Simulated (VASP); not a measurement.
Input of a VASP 6.6.1 run:

Contents of POSCAR:

```
Si
1.0
    2.6860563853      0.0000000000      0.0000000000
   -1.3430281927      2.3261930656      0.0000000000
    0.0000000000      0.0000000000      2.5896721095
Si
1
Direct
    0.0000000000      0.0000000000      0.0000000000
```

INCAR.step1

```
SYSTEM = Si
  PREC = Accurate
  ENCUT = 520
  ISMEAR = 0
  SIGMA = 0.15
  LREAL = .FALSE.
  LASPH = .TRUE.
  NELM = 60
  NBANDS = 8
  GGA = PE
  ALGO = Normal
  EDIFF = 1E-4
  LWAVE = .TRUE.
  LCHARG = .FALSE.
```

Contents of INCAR.step2:

```
SYSTEM = Si
  PREC = Accurate
  ENCUT = 520
  EDIFF = 1E-6
  ISMEAR = 0
  SIGMA = 0.15
  LREAL = .FALSE.
  LASPH = .TRUE.
  NELM = 60
  ALGO = Normal
  ISIF = 2
  LWAVE = .FALSE.
  LCHARG = .TRUE.
  METAGGA = R2SCAN
  LMIXTAU = .TRUE.
  LELF = .TRUE.
  LVHAR = .TRUE.
  NBANDS = 8
  ISTART = 1
```

The input KPOINTS:

```
Automatic mesh
0
G
  24 24 20
  0 0 0
```

Potentials or basis: VASP PAW PBE potentials, release 64 (Si).

Run with:

```console
$ cat potpaw_PBE.64/Si/POTCAR > POTCAR
$ cp INCAR.step1 INCAR
$ mpirun -np 1 vasp_std > vasp.out
$ cp INCAR.step2 INCAR
$ mpirun -np 1 vasp_std > vasp.out
```

Q: Estimate the pressure.

A: -7.7 GPa.

Q: What does it give for the band gap on the k mesh?

A: Zero (bands 2 and 3 overlap by 11.37 eV).

Stress tensor (GPa, compression positive):
```
 -5.60   0.00   0.00
  0.00  -5.60   0.00
  0.00   0.00 -11.87
```

Caveat: the cell differs from its parent crystal (strain +0.025 along x and y, +0.050 along z); the cell stands under tension; the PAW data sets were made with another functional, which shifts forces and pressure a little.
